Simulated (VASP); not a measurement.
A run of VASP 6.6.1 is set up as follows.

The input INCAR:

```
PREC     = Accurate       # precision mode
ENCUT    = 520            # plane-wave cutoff, eV
EDIFF    = 1E-6           # SCF threshold, eV
ISMEAR   = 0              # smearing method
SIGMA    = 0.05           # smearing width, eV
LREAL    = Auto         
LASPH    = True           # aspherical terms in the spheres
NELM     = 60             # most SCF steps
ALGO     = Normal         # electronic algorithm
ISIF     = 2              # what is computed and relaxed
LWAVE    = False          # write WAVECAR
LCHARG   = False          # write CHGCAR
GGA      = PE             # functional
IBRION   = 2              # ionic algorithm
NSW      = 80             # ionic steps
EDIFFG   = -0.03          # ionic threshold
```

The input KPOINTS:

```
regular mesh
0
Gamma
  2 2 2
```

File POSCAR:

```
Si
1.0
    0.0000000000      5.4300000000      5.4300000000
    5.4300000000      0.0000000000      5.4300000000
    5.4300000000      5.4300000000      0.0000000000
Si
17
Direct
    0.0000000000      0.0000000000      0.0000000000
    0.1250000000      0.1250000000      0.1250000000
    0.0000000000      0.0000000000      0.5000000000
    0.1250000000      0.1250000000      0.6250000000
    0.0000000000      0.5000000000      0.0000000000
    0.1250000000      0.6250000000      0.1250000000
    0.0000000000      0.5000000000      0.5000000000
    0.1250000000      0.6250000000      0.6250000000
    0.5000000000      0.0000000000      0.0000000000
    0.6250000000      0.1250000000      0.1250000000
    0.5000000000      0.0000000000      0.5000000000
    0.6250000000      0.1250000000      0.6250000000
    0.5000000000      0.5000000000      0.0000000000
    0.6250000000      0.6250000000      0.1250000000
    0.5000000000      0.5000000000      0.5000000000
    0.6250000000      0.6250000000      0.6250000000
    0.8721302000      0.8706035000      0.8946183000
```

Potentials or basis: VASP PAW PBE potentials, release 64 (Si).

Launch:

```sh
$ cat potpaw_PBE.64/Si/POTCAR > POTCAR
$ mpirun -np 1 vasp_std > vasp.out
```

Task: What does it give for the energy gained by relaxing?

Result: 11.2 meV/atom.

Task: Estimate the band gap on the k mesh.

Result: Zero (bands 34 and 35 overlap by 0.25 eV).

Final structure:
```
Si
1.0
     0.00000    5.43000    5.43000
     5.43000    0.00000    5.43000
     5.43000    5.43000    0.00000
Si
17
Direct
  0.00280 0.00275 0.00350
  0.12428 0.12396 0.12943
  0.00092 0.00087 0.49763
  0.12796 0.12795 0.62338
  0.00234 0.49255 0.00308
  0.12812 0.62223 0.12807
  0.99868 0.50045 0.50049
  0.12788 0.62113 0.62316
  0.49287 0.00220 0.00299
  0.62231 0.12811 0.12806
  0.50045 0.99870 0.50049
  0.62121 0.12786 0.62312
  0.50054 0.50054 0.99843
  0.62206 0.62193 0.12800
  0.50039 0.50038 0.50045
  0.62505 0.62505 0.62485
  0.87427 0.87395 0.87949
```

Caveat: the k points lie up to 0.50 Å⁻¹ apart.
